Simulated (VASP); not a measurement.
ZnS:

```
Zn S
1.0
     3.87300    0.00000    0.00000
    -1.93650    3.35412    0.00000
     0.00000    0.00000   12.68476
Zn S
4 4
Direct
  0.66667 0.33333 0.75000
  0.33333 0.66667 0.25000
  0.00000 0.00000 0.50000
  0.00000 0.00000 0.00000
  0.66667 0.33333 0.93750
  0.33333 0.66667 0.43750
  0.00000 0.00000 0.68750
  0.00000 0.00000 0.18750
```

Base run:

* Program: VASP 6.6.1
* Functional: PBE
* Dispersion: D3(BJ)
* Potentials or basis: VASP PAW PBE potentials, release 64 (Zn, S)
* Cutoff: 520 eV
* k mesh: 8 × 8 × 3
* Occupations: fermi-dirac, width 0.05 eV
* Spin: no spin polarisation

Its results: band gap on the k mesh 1.96 eV; pressure -3.8 GPa; largest force 0.038 eV/Å.

Q: The run is repeated on the same cell with these changes: functional from PBE to revPBE; further incar settings from ALGO = Normal; EDIFF = 1e-06; NBANDS = 46 to ALGO = Normal; EDIFF = 1e-07; NBANDS = 46. What comes out?

A: Band gap on the k mesh 2.08 eV; pressure -4.6 GPa; largest force 0.042 eV/Å.

Caveats: the cell stands under tension; the PAW data sets were made with another functional, which shifts forces and pressure a little (at least some runs).

A k mesh can miss the band edges.
